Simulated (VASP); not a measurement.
# Li (R-3m) in VASP: single point with r2SCAN

Aim: the single point of Li with r2SCAN.

Program: VASP 6.6.1. These are calculated values, not measurements. Logs are shortened: lines on timing, memory, paths and dates and some standing lists are left out, and cuts for length are marked.

## (1) The cell of the first run

The typed cell holds 1 atom: a = 3.007 Å, b = 3.007 Å, c = 3.007 Å, α = 109.43°, β = 109.43°, γ = 109.43°.

## (2) Single point, r2SCAN

Input file POSCAR:

```
Li
1.0
    2.4544730257      1.4170906621      1.0045300950
   -2.4544730257      1.4170906621      1.0045300950
    0.0000000000     -2.8341813242      1.0045300950
Li
1
Direct
    0.5000000000      0.5000000000      0.5000000000
```

Input file INCAR.step1:

```
SYSTEM = Li
PREC = Accurate
ENCUT = 520
ISMEAR = 0
SIGMA = 0.1
LREAL = .False.
LASPH = .True.
NELM = 60
NBANDS = 8
GGA = PE
ALGO = Normal
EDIFF = 1E-4
LWAVE = .True.
LCHARG = .False.
```

Input file INCAR.step2:

```
SYSTEM = Li
PREC = Accurate
ENCUT = 520
EDIFF = 1E-6
ISMEAR = 0
SIGMA = 0.1
LREAL = .False.
LASPH = .True.
NELM = 60
ALGO = Normal
ISIF = 2
LWAVE = .False.
LCHARG = .True.
METAGGA = R2SCAN
LMIXTAU = .True.
LELF = .True.
LVHAR = .True.
NBANDS = 8
ISTART = 1
```

Input file KPOINTS:

```
Automatic mesh
0
Gamma
  21 21 21
  0 0 0
```

Potentials or basis: VASP PAW PBE potentials, release 64 (Li_sv).

Started as:

```
> cat potpaw_PBE.64/Li_sv/POTCAR > POTCAR
> cp INCAR.step1 INCAR
> mpirun -np 1 vasp_std > vasp.out
> cp INCAR.step2 INCAR
> mpirun -np 1 vasp_std > vasp.out
```

OUTCAR:

```text
SYSTEM = Li
   PREC = Accurate
   ENCUT = 520
   EDIFF = 1E-6
   ISMEAR = 0
   LREAL = .False.
   LASPH = .True.
   NELM = 60
   ISIF = 2
   METAGGA = R2SCAN
   ISTART = 1

 ion  position               nearest neighbor table
   1  0.500  0.500  0.500-

  LATTYP: Found a trigonal (rhomboedric) cell.
 ALAT       =     3.0069360635
 COS(alpha) =    -0.3325948647

  Lattice vectors:

 A1 = (   2.4544730257,   1.4170906621,   1.0045300950)
 A2 = (  -2.4544730257,   1.4170906621,   1.0045300950)
 A3 = (   0.0000000000,  -2.8341813242,   1.0045300950)

Analysis of symmetry for initial positions (statically):
=====================================================================
 Subroutine PRICEL returns:
 Original cell was already a primitive cell.

 Routine SETGRP: Setting up the symmetry group for a
 trigonal (rhombohedral) supercell.

 Subroutine GETGRP returns: Found 12 space group operations
 (whereof 12 operations were pure point group operations)
 out of a pool of 12 trial point group operations.

The static configuration has the point symmetry D_3d.

Analysis of symmetry for dynamics (positions and initial velocities):
=====================================================================
 Subroutine PRICEL returns:
 Original cell was already a primitive cell.

 Routine SETGRP: Setting up the symmetry group for a
 trigonal (rhombohedral) supercell.

 Subroutine GETGRP returns: Found 12 space group operations
 (whereof 12 operations were pure point group operations)
 out of a pool of 12 trial point group operations.

The dynamic configuration has the point symmetry D_3d.

 Subroutine INISYM returns: Found 12 space group operations
 (whereof 12 operations are pure point group operations),
 and found     1 'primitive' translations

----------------------------------------------------------------------------------------

                                     Primitive cell

  volume of cell :      20.9638

  direct lattice vectors                    reciprocal lattice vectors
     2.454473026  1.417090662  1.004530095     0.203709715  0.117611859  0.331830111
    -2.454473026  1.417090662  1.004530095    -0.203709715  0.117611859  0.331830111
     0.000000000 -2.834181324  1.004530095     0.000000000 -0.235223717  0.331830111

  length of vectors
     3.006936064  3.006936064  3.006936064     0.406744908  0.406744908  0.406744908

  position of ions in fractional coordinates (direct lattice)
     0.500000000  0.500000000  0.500000000

  ion indices of the primitive-cell ions
   primitive index   ion index
                 1           1

----------------------------------------------------------------------------------------

 KPOINTS: Automatic mesh

Automatic generation of k-mesh.
 Grid dimensions read from file:
 generate k-points for:   21   21   21

 Generating k-lattice:

  Cartesian coordinates                     Fractional coordinates (reciprocal lattice)
     0.009700463  0.005600565  0.015801434     0.047619048  0.000000000  0.000000000
    -0.009700463  0.005600565  0.015801434     0.000000000  0.047619048  0.000000000
     0.000000000 -0.011201129  0.015801434     0.000000000  0.000000000  0.047619048

  Length of vectors
     0.019368805  0.019368805  0.019368805

  Shift w.r.t. Gamma in fractional coordinates (k-lattice)
     0.000000000  0.000000000  0.000000000

 Subroutine IBZKPT returns following result:
 ===========================================

 Found    891 irreducible k-points:

 Following reciprocal coordinates:
            Coordinates               Weight
  0.000000  0.000000  0.000000      1.000000
  0.047619  0.000000 -0.000000      6.000000
  0.095238 -0.000000 -0.000000      6.000000
  0.142857  0.000000 -0.000000      6.000000
  0.190476 -0.000000 -0.000000      6.000000
  0.238095 -0.000000 -0.000000      6.000000
[... 16 lines left out ...]
 -0.428571  0.047619  0.000000     12.000000
 -0.380952  0.047619  0.000000     12.000000
 [... further k-points ...]
   k-points           NKPTS =    891   k-points in BZ     NKDIM =    891   number of bands    NBANDS=      8
   number of dos      NEDOS =    301   number of ions     NIONS =      1
   total plane-waves  NPLWV =  13824
   dimension x,y,z NGX =    24 NGY =   24 NGZ =   24
   dimension x,y,z NGXF=    48 NGYF=   48 NGZF=   48
   ions per type =               1
   NGX,Y,Z   is equivalent  to a cutoff of  13.27, 13.27, 13.27 a.u.
   NGXF,Y,Z  is equivalent  to a cutoff of  26.54, 26.54, 26.54 a.u.
 SYSTEM =  Li
   PREC   = accura    normal or accurate (medium, high low for compatibility)
   ISTART =      1    job   : 0-new  1-cont  2-samecut
   ICHARG =      0    charge: 1-file 2-atom 10-const
   ISPIN  =      1    spin polarized calculation?
   LNONCOLLINEAR =      F non collinear calculations
   LSORBIT =      F    spin-orbit coupling
   LASPH  =      T    aspherical Exc in radial PAW
   ENCUT  =  520.0 eV  38.22 Ry    6.18 a.u.   5.59  5.59  5.59*2*pi/ulx,y,z
   NELM   =     60;   NELMIN=  2; NELMDL=  0     # of ELM steps
   EDIFF  = 0.1E-05   stopping-criterion for ELM
   LREAL  =      F    real-space projection
   EDIFFG = 0.1E-04   stopping-criterion for IOM
   NSW    =      0    number of steps for IOM
   IBRION =     -1    ionic relax: 0-MD 1-quasi-New 2-CG
   NFREE  =      0    steps in history (QN), initial steepest desc. (CG)
   ISIF   =      2    stress and relaxation
   ISYM   =      2    0-nonsym 1-usesym 2-fastsym
   POTIM  = 0.5000    time-step for ionic-motion
   TEBEG  =    0.0;   TEEND  =   0.0 temperature during run
   PSTRESS=    0.0 pullay stress
   NELECT =       3.0000    total number of electrons
   NUPDOWN=      -1.0000    fix difference up-down
   EMIN   =  10.00;   EMAX   =-10.00  energy-range for DOS
   EFERMI =   0.00;   METHOD = LEGACY
   ISMEAR =     0;   SIGMA  =   0.10  broadening in eV -4-tet -1-fermi 0-gaus
   EFERMI_NEDOS =   21; number of points for ismear=-14 and -15
   IALGO  =     38    algorithm
   IMIX   =      4    mixing-type and parameters
     AMIX     =   0.40;   BMIX     =  1.00
     AMIX_MAG =   1.60;   BMIX_MAG =  1.00
  volume/ion in A,a.u.               =      20.96       141.47
  Fermi-wavevector in a.u.,A,eV,Ry     =   0.856299  1.618170  9.976434  0.733247
  Thomas-Fermi vector in A             =   1.973179
   LORBIT       =      0    0 simple, 1 ext, 2 COOP (PROOUT), +10 PAW based schemes
   METAGGA = R2SCAN    functional components
   LHFCALC =     F    Hartree Fock is set to
   AEXX    =    0.0000 exact exchange contribution
   IVDW    =     0    specifies the selected vdW correction
   LEPSILON=     F    determine dielectric tensor
   LRPA    =     F    only Hartree local field effects (RPA)
 non-spin polarized calculation
 Gauss-broadening in eV      SIGMA  =   0.10
  energy-cutoff  :      520.00
  volume of cell :       20.96
 maximum number of plane-waves:       586
   NGX = 11   NGY = 11   NGZ = 11

 number of electron       2.9999991 magnetization

 Free energy of the ion-electron system (eV)
  ---------------------------------------------------
  ext. energy  EPLUGINS =         0.00000000
  ---------------------------------------------------
  free energy    TOTEN  =        -2.38213112 eV

  energy without entropy =       -2.37972112  energy(sigma->0) =       -2.38092612

 E-fermi :   0.5625     XC(G=0):  -7.3603

 val. band max:        0.5359179174   @ k =   0.4762   0.2381   0.1905
 cond. band min:       0.5739528872   @ k =   0.2857   0.1429   0.0952
 fundamental gap:      0.0380349698
 Fermi energy:         0.5624646290

 k-point     1 :       0.0000    0.0000    0.0000
  band No.  band energies     occupation
      1     -47.5975      2.00000
      2      -3.2725      2.00000
      3      16.4608      0.00000
      4      16.5081      0.00000
      5      16.5081      0.00000
      6      20.6516      0.00000
      7      20.6516      0.00000
      8      20.6679      0.00000

 k-point     2 :       0.0476    0.0000   -0.0000
  band No.  band energies     occupation
      1     -47.5972      2.00000
      2      -3.2270      2.00000
      3      16.0989      0.00000
      4      16.2070      0.00000
      5      16.4120      0.00000
      6      19.9671      0.00000
      7      20.0065      0.00000
      8      21.0658      0.00000

 k-point     3 :       0.0952   -0.0000   -0.0000
  band No.  band energies     occupation
      1     -47.5960      2.00000
      2      -3.0889      2.00000
      3      15.0107      0.00000
      4      15.5579      0.00000
      5      16.1359      0.00000
      6      19.0196      0.00000
      7      19.0606      0.00000
      8      20.8774      0.00000

 k-point     4 :       0.1429    0.0000   -0.0000
  band No.  band energies     occupation
      1     -47.5942      2.00000
      2      -2.8585      2.00000
      3      13.4734      0.00000
      4      14.8183      0.00000
      5      15.7203      0.00000
      6      18.0858      0.00000
      7      18.5816      0.00000
      8      20.7661      0.00000

 k-point     5 :       0.1905   -0.0000   -0.0000
  band No.  band energies     occupation
      1     -47.5919      2.00000
      2      -2.5361      2.00000
      3      11.8045      0.00000
      4      14.1051      0.00000
      5      15.2332      0.00000
      6      17.2538      0.00000
      7      18.3550      0.00000
      8      20.9141      0.00000
[... 177 lines left out ...]
 k-point    22 :      -0.4762    0.0476    0.0000
  band No.  band energies     occupation
      1     -47.5799      2.00000
      2       0.5804      0.79945
      3       4.3393      0.00000
      4      11.6028      0.00000
      5      12.7795      0.00000
      6      15.5707      0.00000
      7      18.6939      0.00000
      8      24.2853      0.00000

 k-point    23 :      -0.4286    0.0476    0.0000
  band No.  band energies     occupation
      1     -47.5811      2.00000
      2      -0.0242      2.00000
      3       5.2749      0.00000
      4      11.7695      0.00000
      5      12.9435      0.00000
      6      15.7360      0.00000
      7      18.6012      0.00000
      8      23.5223      0.00000

 k-point    24 :      -0.3810    0.0476    0.0000
  band No.  band energies     occupation
      1     -47.5829      2.00000
      2      -0.6839      2.00000
      3       6.4835      0.00000
      4      12.0452      0.00000
      5      13.2119      0.00000
      6      16.0117      0.00000
      7      18.4815      0.00000
      8      22.7557      0.00000

 [... further k-points ...]

------------------------ aborting loop because EDIFF is reached ----------------------------------------

  FORCE on cell =-STRESS in cart. coord.  units (eV):
  Direction    XX          YY          ZZ          XY          YZ          ZX
  --------------------------------------------------------------------------------------
  -------------------------------------------------------------------------------------
  Total       -0.0201781     -0.0201781     -0.0329453      0.0000000     -0.0000000      0.0000000
  in kB       -1.5421321     -1.5421321     -2.5178732      0.0000000     -0.0000000      0.0000000
  external PRESSURE =      -1.8673791 kB  Pullay stress =       0.0000000 kB

 VOLUME and BASIS-vectors are now :
 -----------------------------------------------------------------------------
  energy-cutoff  :      520.00
  volume of cell :       20.96
      direct lattice vectors                 reciprocal lattice vectors
     2.454473026  1.417090662  1.004530095     0.203709715  0.117611859  0.331830111
    -2.454473026  1.417090662  1.004530095    -0.203709715  0.117611859  0.331830111
     0.000000000 -2.834181324  1.004530095     0.000000000 -0.235223717  0.331830111

 POSITION                                       TOTAL-FORCE (eV/Angst)
 -----------------------------------------------------------------------------------
      0.00000      0.00000      1.50680        -0.000000     -0.000000      0.000000
 -----------------------------------------------------------------------------------
    total drift:                                0.000000      0.000000     -0.000000

  FREE ENERGIE OF THE ION-ELECTRON SYSTEM (eV)
  ---------------------------------------------------
  free  energy   TOTEN  =        -2.3821311210 eV

  energy  without entropy=       -2.3797211213  energy(sigma->0) =       -2.38092612
```

Run time: 4.2 min. Hardware: 1 thread of Intel Xeon Platinum 8488C (Sapphire Rapids), shared host; peak memory 0.22 GiB.

What came out:

```yaml
Free_energy: -2.3821 eV
Band_gap_on_the_k_mesh: zero (an odd number of electrons rules out a gap without spin polarisation)
```

Levels at points of the mesh, in eV from the Fermi level:
```
           k point  band 1  band 2  band 3  band 4  band 5  band 6
(0.00, 0.00, 0.00)  -48.16   -3.83   15.90   15.95   15.95   20.09
```

Caveat: the cutoff is under 1.25 times the usual one of these potentials, so pressure, stress and relaxed cells hold a basis-set (Pulay) error; the PAW data sets were made with another functional, which shifts forces and pressure a little.
